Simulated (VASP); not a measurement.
# ZnSe (P4/nmm) in VASP: further runs, part 2 of 2

VASP 6.6.1. The steps go on from the part before.

### Step 5. Single point, PBEsol (atoms shifted along a free coordinate)

Contents of INCAR:

```
PREC     = Accurate       # precision mode
ENCUT    = 520            # plane-wave cutoff, eV
EDIFF    = 1E-6           # SCF threshold, eV
ISMEAR   = 0              # smearing method
SIGMA    = 0.05           # smearing width, eV
LREAL    = False          # projectors in reciprocal space
LASPH    = True           # aspherical terms in the spheres
NELM     = 60             # most SCF steps
ALGO     = Normal         # electronic algorithm
ISIF     = 2              # what is computed and relaxed
LWAVE    = False          # write WAVECAR
LCHARG   = False          # write CHGCAR
GGA      = PS             # functional
NBANDS   = 26             # bands
```

Contents of KPOINTS:

```
regular mesh
0
Gamma
  8 8 6
```

Contents of POSCAR:

```
ZnSe
1.0
    3.8287309347      0.0000000000      0.0000000000
    0.0000000000      3.8287309347      0.0000000000
    0.0000000000      0.0000000000      5.2575926485
Zn Se
2 2
Direct
    0.0000000000      0.0000000000      0.0000000000
    0.5000000000      0.5000000000      0.0000000000
    0.0000000000      0.5000000000      0.2319924411
    0.5000000000      0.0000000000      0.7680075589
```

Potentials or basis: VASP PAW PBE potentials, release 64 (Zn, Se).

Run with:

```bash
cat potpaw_PBE.64/Zn/POTCAR potpaw_PBE.64/Se/POTCAR > POTCAR
mpirun -np 1 vasp_std > vasp.out
```

OUTCAR:

```text
PREC = Accurate
   ENCUT = 520
   EDIFF = 1E-6
   ISMEAR = 0
   LREAL = False
   LASPH = True
   NELM = 60
   ISIF = 2
   GGA = PS

 ion  position               nearest neighbor table
   1  0.000  0.000  0.000-   3 2.27   4 2.27   3 2.27   4 2.27   2 2.71   2 2.71   2 2.71   2 2.71

   2  0.500  0.500  0.000-   3 2.27   4 2.27   4 2.27   3 2.27   1 2.71   1 2.71   1 2.71   1 2.71

   3  0.000  0.500  0.232-   1 2.27   2 2.27   1 2.27   2 2.27
   4  0.500  0.000  0.768-   1 2.27   2 2.27   2 2.27   1 2.27

  LATTYP: Found a simple tetragonal cell.
 ALAT       =     3.8287309347
 C/A-ratio  =     1.3731946011

  Lattice vectors:

 A1 = (   3.8287309347,   0.0000000000,   0.0000000000)
 A2 = (   0.0000000000,   3.8287309347,   0.0000000000)
 A3 = (   0.0000000000,   0.0000000000,   5.2575926485)

Analysis of symmetry for initial positions (statically):
=====================================================================
 Subroutine PRICEL returns:
 Original cell was already a primitive cell.

 Routine SETGRP: Setting up the symmetry group for a
[... 173 lines left out ...]

 E-fermi :   3.4645     XC(G=0): -10.1114

 val. band max:        3.2611270189   @ k =   0.0000   0.0000   0.0000
 cond. band min:       4.4771095158   @ k =   0.0000   0.0000   0.0000
 fundamental gap:      1.2159824969
 Fermi energy:         3.4645040688

 k-point     1 :       0.0000    0.0000    0.0000
  band No.  band energies     occupation
      1     -12.2495      2.00000
      2     -10.3965      2.00000
      3      -5.1198      2.00000
      4      -5.1047      2.00000
      5      -5.0946      2.00000
      6      -5.0946      2.00000
[... 685 lines left out ...]
     25      11.8669      0.00000
     26      11.8669      0.00000

 [... further k-points ...]

------------------------ aborting loop because EDIFF is reached ----------------------------------------

  FORCE on cell =-STRESS in cart. coord.  units (eV):
  Direction    XX          YY          ZZ          XY          YZ          ZX
  --------------------------------------------------------------------------------------
  -------------------------------------------------------------------------------------
  Total       14.1630721     14.1630721     12.2889191      0.0000000      0.0000000      0.0000000
  in kB      294.4227866    294.4227866    255.4627834      0.0000000      0.0000000      0.0000000
  external PRESSURE =     281.4361189 kB  Pullay stress =       0.0000000 kB

 VOLUME and BASIS-vectors are now :
 -----------------------------------------------------------------------------
  energy-cutoff  :      520.00
  volume of cell :       77.07
      direct lattice vectors                 reciprocal lattice vectors
     3.828730935  0.000000000  0.000000000     0.261183148  0.000000000  0.000000000
     0.000000000  3.828730935  0.000000000     0.000000000  0.261183148  0.000000000
     0.000000000  0.000000000  5.257592649     0.000000000  0.000000000  0.190201118

 POSITION                                       TOTAL-FORCE (eV/Angst)
 -----------------------------------------------------------------------------------
      0.00000      0.00000      0.00000         0.000000      0.000000      0.000000
      1.91437      1.91437      0.00000        -0.000000      0.000000      0.000000
      0.00000      1.91437      1.21972         0.000000      0.000000      5.003957
      1.91437      0.00000      4.03787         0.000000     -0.000000     -5.003957
 -----------------------------------------------------------------------------------
    total drift:                                0.000000      0.000000     -0.000000

  FREE ENERGIE OF THE ION-ELECTRON SYSTEM (eV)
  ---------------------------------------------------
  free  energy   TOTEN  =       -11.0752164434 eV

  energy  without entropy=      -11.0752164434  energy(sigma->0) =      -11.07521644
```

OSZICAR:

```text
N       E                     dE             d eps       ncg     rms          rms(c)
DAV:   1     0.249281296332E+03    0.24928E+03   -0.17420E+04  3120   0.170E+03
DAV:   2     0.116298035602E+02   -0.23765E+03   -0.22779E+03  3238   0.352E+02
DAV:   3    -0.114677024130E+02   -0.23098E+02   -0.22899E+02  3778   0.111E+02
DAV:   4    -0.119257737030E+02   -0.45807E+00   -0.45732E+00  3588   0.156E+01
DAV:   5    -0.119284838142E+02   -0.27101E-02   -0.27099E-02  3686   0.116E+00    0.132E+01
DAV:   6    -0.111384052792E+02    0.79008E+00   -0.20596E+00  3968   0.444E+01    0.983E+00
DAV:   7    -0.110828582714E+02    0.55547E-01   -0.10476E+00  3336   0.802E+00    0.336E+00
DAV:   8    -0.110775906849E+02    0.52676E-02   -0.17614E-02  3812   0.153E+00    0.676E-01
DAV:   9    -0.110752004606E+02    0.23902E-02   -0.52086E-03  3440   0.544E-01    0.124E-01
DAV:  10    -0.110751723763E+02    0.28084E-04   -0.82935E-04  3542   0.230E-01    0.658E-02
DAV:  11    -0.110752118019E+02   -0.39426E-04   -0.75453E-05  3686   0.126E-01    0.250E-02
DAV:  12    -0.110752158132E+02   -0.40113E-05   -0.22025E-05  3736   0.750E-02    0.575E-03
DAV:  13    -0.110752164434E+02   -0.63019E-06   -0.36894E-06  3480   0.214E-02
   1 F= -.11075216E+02 E0= -.11075216E+02  d E =-.479413E-11
```

Wall time 36 s (1 thread of Intel Xeon 6975P-C (Granite Rapids), shared host); peak memory 0.24 GiB.

Results:

- Free energy: -11.0752 eV
- Pressure: 28.1 GPa
- Largest force: 5.004 eV/Å
- Band gap on the k mesh: 1.22 eV

Forces in eV/Å, atoms in the order of the input:
```
Zn   0.000  0.000  0.000
Zn   0.000  0.000  0.000
Se   0.000  0.000  5.004
Se   0.000  0.000 -5.004
```

Stress tensor (GPa, compression positive):
```
29.44  0.00  0.00
 0.00 29.44  0.00
 0.00  0.00 25.55
```

Levels at points of the mesh, in eV from the valence-band top:
```
           k point  band 14  band 15  band 16  band 17  band 18  band 19  band 20  band 21  band 22  band 23
(0.00, 0.00, 0.00)    -4.10    -4.10    -0.36    -0.36     0.00     1.22     1.92     2.36     5.27     6.36
(0.50, 0.00, 0.00)    -5.69    -2.27    -2.27    -1.85    -1.85     3.09     3.09     6.67     6.67     6.81
(0.50, 0.50, 0.00)    -5.79    -3.32    -3.32    -3.17    -3.17     2.98     2.98     3.99     3.99    11.71
(0.00, 0.00, 0.50)    -3.91    -3.75    -1.78    -0.80    -0.80     1.47     3.03     4.29     4.47     7.64
(0.50, 0.00, 0.50)    -6.28    -1.79    -1.79    -1.06    -1.06     2.51     2.51     5.82     5.82     6.27
(0.50, 0.50, 0.50)    -5.62    -3.87    -3.87    -3.76    -3.76     5.14     5.14     6.81     6.81     8.22
```

Caveat: the cell differs from its parent crystal (atoms shifted along a free coordinate); the cell stands under pressure; the PAW data sets were made with another functional, which shifts forces and pressure a little.

### Step 6. Summary

| cell | gap on the mesh (eV) | pressure (GPa) | largest force (eV/Å) |
| --- | --- | --- | --- |
| as given, atomic positions A | 1.51 | 20.6 | 3.48 |
| as given, atomic positions B | 1.66 | 8.7 | 0.63 |
| as given, atomic positions C | 1.13 | 36.7 | 6.51 |
| as given, atomic positions D | 1.22 | 28.1 | 5.00 |

Alike in all rows: task single point; level PBEsol; potentials or basis VASP PAW PBE potentials, release 64 (Zn, Se); no spin polarisation; k mesh 8 × 8 × 6; cutoff (eV) 520; smearing gaussian 0.05 eV.

Caveats: the cell stands under pressure; the PAW data sets were made with another functional, which shifts forces and pressure a little.

Absolute energies hang on the potentials; compare differences alone.
